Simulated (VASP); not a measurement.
Input of a VASP 6.6.1 run:

INCAR

```
SYSTEM = PbO2
PREC = Accurate
ENCUT = 700
EDIFF = 1E-6
ISMEAR = 0
SIGMA = 0.1
LREAL = .False.
LASPH = .True.
NELM = 120
ALGO = Normal
ISIF = 2
LWAVE = .False.
LCHARG = .False.
GGA = PE
ISYM = -1
NBANDS = 20
GGA_COMPAT = .False.
```

The input KPOINTS:

```
explicit points
8
Reciprocal
  0.12500000   0.12500000   0.12500000 1
  0.12500000   0.12500000   0.62500000 1
  0.12500000   0.62500000   0.12500000 1
  0.12500000   0.62500000   0.62500000 1
  0.62500000   0.12500000   0.12500000 1
  0.62500000   0.12500000   0.62500000 1
  0.62500000   0.62500000   0.12500000 1
  0.62500000   0.62500000   0.62500000 1
```

Contents of POSCAR:

```
PbO2
1.0
    0.0000000000      2.7019920000      2.7019920000
    2.7019920000      0.0000000000      2.7019920000
    2.7019920000      2.7019920000      0.0000000000
Pb O
1 2
Direct
    0.0000000000      0.0000000000      0.0000000000
    0.2500000000      0.2500000000      0.2500000000
    0.7592524330      0.7407475670      0.7592524330
```

Potentials or basis: VASP PAW PBE potentials, release 64 (Pb_d, O).

Command:

```console
$ cat potpaw_PBE.64/Pb_d/POTCAR potpaw_PBE.64/O/POTCAR > POTCAR
$ mpirun -np 1 vasp_std > vasp.out
```

(1) What does it give for the largest force?

(2) What does it give for the pressure?

(3) What does it give for the band gap on the k mesh?

Answers

(1) 0.461 eV/Å.

(2) 1.6 GPa.

(3) 0.18 eV (least direct gap 1.09 eV).

Caveat: spin-orbit coupling is left out, which moves the levels of the heavy elements; a shifted mesh leaves out Γ, where band edges can lie.
